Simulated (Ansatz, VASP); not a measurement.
One calculation of GaN, two programs

```
Ga N
1.0
     0.00000    2.25350    2.25350
     2.25350    0.00000    2.25350
     2.25350    2.25350    0.00000
Ga N
1 1
Cartesian
  0.0000 0.0000 0.0000
  1.1268 1.1268 1.1268
```

Alike in both runs: task relaxation of cell and atoms; functional RPBE; dispersion D3(BJ); k mesh 10 × 10 × 10; occupations fermi-dirac, width 0.05 eV; no spin polarisation.

|  | VASP | Ansatz |
| --- | --- | --- |
| version | VASP 6.6.1 | Ansatz 0.2.0 |
| potentials or method | VASP PAW PBE potentials, release 64 (Ga_d, N), cutoff 600 eV | all-electron LAPW, scalar-relativistic |

Ansatz gave:

```
relaxed volume (Å³/atom)                                        : 10.83
relaxed length of the cell vector where the two differ most in proportion (Å) : 3.129
```

Problem. Which values does VASP return?

Solution. Relaxed volume (Å³/atom): 10.82; relaxed length of the cell vector where the two differ most in proportion (Å): 3.128.

VASP's potentials were made for PBE, not for RPBE. Ansatz ran all-electron here, and VASP with PAW potentials.
